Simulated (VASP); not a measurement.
Wanted: the native input for a VASP 6.6.1 run.

```yaml
Task: relaxation of cell and atoms
Functional: PBEsol
Potentials_or_basis: VASP PAW PBE potentials, release 64 (Na_pv)
Cutoff: 600 eV
k_mesh: 9 × 9 × 9
Occupations: fermi-dirac, width 0.05 eV
Spin: no spin polarisation
Target_pressure: 30 GPa
Dipole_correction: no
Further_INCAR_settings: ALGO = Fast; EDIFF = 1e-07; IBRION = 2; EDIFFG = -0.02; NSW = 80; ISIF = 3
```

The structure of Na lies in POSCAR:

```
Na
1.0
   -2.1410000000      2.1410000000      2.1410000000
    2.1410000000     -2.1410000000      2.1410000000
    2.1410000000      2.1410000000     -2.1410000000
Na
1
Direct
    0.0000000000      0.0000000000      0.0000000000
```

The input as run:

INCAR

```
SYSTEM = Na
PREC = Accurate
ENCUT = 600
EDIFF = 1E-7
ISMEAR = -1
SIGMA = 0.05
LREAL = .FALSE.
LASPH = .TRUE.
NELM = 60
ALGO = Fast
ISIF = 3
LWAVE = .FALSE.
LCHARG = .FALSE.
GGA = PS
IBRION = 2
NSW = 80
EDIFFG = -0.02
PSTRESS = 300.0
```

KPOINTS

```
regular mesh
0
G
  9 9 9
  0 0 0
```

Potentials or basis: VASP PAW PBE potentials, release 64 (Na_pv).

The run is started by

```console
$ cat potpaw_PBE.64/Na_pv/POTCAR > POTCAR
$ mpirun -np 1 vasp_std > vasp.out
```

Results of the run:

```yaml
Relaxed_volume: 15.99 Å³/atom
Relaxed_cell: a = 2.749 Å, b = 2.749 Å, c = 2.749 Å, α = 109.47°, β = 109.47°, γ = 109.47°
Space_group_after_relaxing_to_0.1_Å: Im-3m (No. 229)
Energy_change_on_relaxing_the_run_minimises_the_enthalpy: +964.3 meV/atom
Ionic_steps: 7
Pressure_after_relaxing: 30.0 GPa
Band_gap_on_the_k_mesh: zero (an odd number of electrons rules out a gap without spin polarisation)
```

Caveat: the cell is relaxed towards a set pressure, so the run minimises the enthalpy, not the energy; the volume moved by over 15 % at a fixed basis, so the end points are rough; the PAW data sets were made with another functional, which shifts forces and pressure a little.

It took 99 s on 1 thread of AMD EPYC 7R13, on a shared host, peak memory 0.14 GiB.
